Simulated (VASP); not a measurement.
# Ga (P6_3/mmc) in VASP: single point with PBEsol

Aim: the single point of Ga with PBEsol.

Program: VASP 6.6.1. These are calculated values, not measurements. Logs are shortened: lines on timing, memory, paths and dates and some standing lists are left out, and cuts for length are marked.

### 1 The cell of the first run

The structure is hexagonal, space group P6_3/mmc (No. 194). Conventional cell: a = 3.055 Å, b = 3.055 Å, c = 10.699 Å, α = 90.00°, β = 90.00°, γ = 120.00°. Within 4.0 Å of Ga (site symmetry -3m) lie 12 Ga at 3.06 to 3.20 Å. Within 4.0 Å of Ga (site symmetry -6m2) lie 12 Ga at 3.06 to 3.20 Å.

### 2 Single point, PBEsol (In replaced by Ga, lengths x 0.915, strained)

File INCAR:

```
SYSTEM = Ga
  PREC = Accurate
  ENCUT = 520
  EDIFF = 1E-6
  ISMEAR = 0
  SIGMA = 0.1
  LREAL = .False.
  LASPH = .True.
  NELM = 100
  ALGO = Fast
  ISIF = 2
  LWAVE = .False.
  LCHARG = .False.
  GGA = PS
  NBANDS = 34
```

File KPOINTS:

```
Automatic mesh
0
Gamma
  15 15 4
  0 0 0
```

File POSCAR:

```
Ga
1.0
    3.0552775179      0.0000000000      0.0000000000
   -1.5276387589      2.6459479461      0.0000000000
    0.0000000000      0.0000000000     10.6988831954
Ga
4
Direct
    0.0000000000      0.0000000000      0.0000000000
    0.3333333300      0.6666666700      0.2500000000
    0.0000000000      0.0000000000      0.5000000000
    0.6666666700      0.3333333300      0.7500000000
```

Potentials or basis: VASP PAW PBE potentials, release 64 (Ga_d).

Started as:

```sh
$ cat potpaw_PBE.64/Ga_d/POTCAR > POTCAR
$ mpirun -np 1 vasp_std > vasp.out
```

OUTCAR:

```text
SYSTEM = Ga
   PREC = Accurate
   ENCUT = 520
   EDIFF = 1E-6
   ISMEAR = 0
   LREAL = .False.
   LASPH = .True.
   NELM = 100
   ISIF = 2
   GGA = PS

 ion  position               nearest neighbor table
   1  0.000  0.000  0.000-
   2  0.333  0.667  0.250-
   3  0.000  0.000  0.500-
   4  0.667  0.333  0.750-

  LATTYP: Found a hexagonal cell.
 ALAT       =     3.0552775179
 C/A-ratio  =     3.5017713228

  Lattice vectors:

 A1 = (   3.0552775179,   0.0000000000,   0.0000000000)
 A2 = (  -1.5276387589,   2.6459479461,   0.0000000000)
 A3 = (   0.0000000000,   0.0000000000,  10.6988831954)

Analysis of symmetry for initial positions (statically):
=====================================================================
 Subroutine PRICEL returns:
 Original cell was already a primitive cell.

 Routine SETGRP: Setting up the symmetry group for a
 hexagonal supercell.

 Subroutine GETGRP returns: Found 24 space group operations
 (whereof 12 operations were pure point group operations)
 out of a pool of 24 trial point group operations.

The static configuration has the point symmetry D_3d.
 The point group associated with its full space group is D_6h.

Analysis of symmetry for dynamics (positions and initial velocities):
=====================================================================
 Subroutine PRICEL returns:
 Original cell was already a primitive cell.

 Routine SETGRP: Setting up the symmetry group for a
 hexagonal supercell.

 Subroutine GETGRP returns: Found 24 space group operations
 (whereof 12 operations were pure point group operations)
 out of a pool of 24 trial point group operations.

The dynamic configuration has the point symmetry D_3d.
 The point group associated with its full space group is D_6h.

 Subroutine INISYM returns: Found 24 space group operations
 (whereof 12 operations are pure point group operations),
 and found     1 'primitive' translations

----------------------------------------------------------------------------------------

                                     Primitive cell

  volume of cell :      86.4909

  direct lattice vectors                    reciprocal lattice vectors
     3.055277518  0.000000000  0.000000000     0.327302510  0.188968192  0.000000000
    -1.527638759  2.645947946  0.000000000     0.000000000  0.377936384  0.000000000
     0.000000000  0.000000000 10.698883195     0.000000000  0.000000000  0.093467700

[... 81 lines left out ...]
   ISPIN  =      1    spin polarized calculation?
   LNONCOLLINEAR =      F non collinear calculations
   LSORBIT =      F    spin-orbit coupling
   LASPH  =      T    aspherical Exc in radial PAW
   ENCUT  =  520.0 eV  38.22 Ry    6.18 a.u.   5.68  5.68 19.89*2*pi/ulx,y,z
   NELM   =    100;   NELMIN=  2; NELMDL= -5     # of ELM steps
   EDIFF  = 0.1E-05   stopping-criterion for ELM
   LREAL  =      F    real-space projection
   EDIFFG = 0.1E-04   stopping-criterion for IOM
   NSW    =      0    number of steps for IOM
   IBRION =     -1    ionic relax: 0-MD 1-quasi-New 2-CG
   NFREE  =      0    steps in history (QN), initial steepest desc. (CG)
   ISIF   =      2    stress and relaxation
   ISYM   =      2    0-nonsym 1-usesym 2-fastsym
   POTIM  = 0.5000    time-step for ionic-motion
   TEBEG  =    0.0;   TEEND  =   0.0 temperature during run
   PSTRESS=    0.0 pullay stress
   NELECT =      52.0000    total number of electrons
   NUPDOWN=      -1.0000    fix difference up-down
   EMIN   =  10.00;   EMAX   =-10.00  energy-range for DOS
   EFERMI =   0.00;   METHOD = LEGACY
   ISMEAR =     0;   SIGMA  =   0.10  broadening in eV -4-tet -1-fermi 0-gaus
   EFERMI_NEDOS =   21; number of points for ismear=-14 and -15
   IALGO  =     68    algorithm
   IMIX   =      4    mixing-type and parameters
     AMIX     =   0.40;   BMIX     =  1.00
     AMIX_MAG =   1.60;   BMIX_MAG =  1.00
  volume/ion in A,a.u.               =      21.62       145.92
  Fermi-wavevector in a.u.,A,eV,Ry     =   1.381717  2.611067 25.975457  1.909142
  Thomas-Fermi vector in A             =   2.506476
   LORBIT       =      0    0 simple, 1 ext, 2 COOP (PROOUT), +10 PAW based schemes
   GGA     = PS    functional components
   LHFCALC =     F    Hartree Fock is set to
   AEXX    =    0.0000 exact exchange contribution
   IVDW    =     0    specifies the selected vdW correction
   LEPSILON=     F    determine dielectric tensor
   LRPA    =     F    only Hartree local field effects (RPA)
 non-spin polarized calculation
 RMM-DIIS sequential band-by-band and
 Gauss-broadening in eV      SIGMA  =   0.10
  energy-cutoff  :      520.00
  volume of cell :       86.49
 maximum number of plane-waves:      2348
 NGX is ok and might be reduce to    24
   NGX = 11   NGY = 11   NGZ = 39

 number of electron      52.0000001 magnetization

 Free energy of the ion-electron system (eV)
  ---------------------------------------------------
  ext. energy  EPLUGINS =         0.00000000
  ---------------------------------------------------
  free energy    TOTEN  =       -12.89798734 eV

  energy without entropy =      -12.88896217  energy(sigma->0) =      -12.89347476

 E-fermi :   4.2171     XC(G=0): -10.4856

 val. band max:        4.2085880875   @ k =   0.4667  -0.0000   0.2500
 cond. band min:       4.2270860944   @ k =   0.4000   0.2000   0.0000
 fundamental gap:      0.0184980070
 Fermi energy:         4.2170678103

 k-point     1 :       0.0000    0.0000    0.0000
  band No.  band energies     occupation
      1     -10.5802      2.00000
      2     -10.5681      2.00000
      3     -10.5654      2.00000
      4     -10.5613      2.00000
      5     -10.5222      2.00000
      6     -10.5222      2.00000
[... 877 lines left out ...]
     33       7.6165      0.00000
     34       9.0160      0.00000

 [... further k-points ...]
[... 5 lines left out ...]
  --------------------------------------------------------------------------------------
  -------------------------------------------------------------------------------------
  Total       -3.8870782     -3.8870782     -4.0374403     -0.0000000      0.0000000     -0.0000000
  in kB      -72.0051329    -72.0051329    -74.7904753     -0.0000000      0.0000000     -0.0000000
  external PRESSURE =     -72.9335804 kB  Pullay stress =       0.0000000 kB

 VOLUME and BASIS-vectors are now :
 -----------------------------------------------------------------------------
  energy-cutoff  :      520.00
  volume of cell :       86.49
      direct lattice vectors                 reciprocal lattice vectors
     3.055277518  0.000000000  0.000000000     0.327302510  0.188968192  0.000000000
    -1.527638759  2.645947946  0.000000000     0.000000000  0.377936384  0.000000000
     0.000000000  0.000000000 10.698883195     0.000000000  0.000000000  0.093467700

 POSITION                                       TOTAL-FORCE (eV/Angst)
 -----------------------------------------------------------------------------------
      0.00000      0.00000      0.00000        -0.000000      0.000000      0.000000
     -0.00000      1.76397      2.67472        -0.000000      0.000000     -0.000000
      0.00000      0.00000      5.34944        -0.000000      0.000000      0.000000
      1.52764      0.88198      8.02416         0.000000      0.000000     -0.000000
 -----------------------------------------------------------------------------------
    total drift:                                0.000000      0.000000     -0.000000

  FREE ENERGIE OF THE ION-ELECTRON SYSTEM (eV)
  ---------------------------------------------------
  free  energy   TOTEN  =       -12.8979873401 eV

  energy  without entropy=      -12.8889621743  energy(sigma->0) =      -12.89347476
```

stdout:

```text
POSCAR found type information on POSCAR Ga
 POSCAR found :  1 types and       4 ions
 scaLAPACK will be used
 -----------------------------------------------------------------------------
|                                                                             |
|                                                                             |
|     You enforced a specific xc type in the INCAR file but a different       |
|     I HOPE YOU KNOW WHAT YOU ARE DOING!                                     |
|                                                                             |
 -----------------------------------------------------------------------------

 LDA part: xc-table for (Slater+PW92), standard interpolation
 POSCAR, INCAR and KPOINTS ok, starting setup
 FFT: planning ... GRIDC
 FFT: planning ... GRID_SOFT
 FFT: planning ... GRID
 WAVECAR not read
 entering main loop
```

Run time: 3.6 min. Hardware: 1 thread of Intel Xeon Platinum 8488C (Sapphire Rapids), shared host; peak memory 0.31 GiB.

Results:

```
Free energy            : -12.8980 eV
Pressure               : -7.3 GPa
Band gap on the k mesh : zero (band 26 reaches 7.35 eV, above the bottom of band 27 at 2.86 eV)
```

Caveat: the cell differs from its parent crystal (In replaced by Ga, lengths x 0.915, strained); the PAW data sets were made with another functional, which shifts forces and pressure a little.
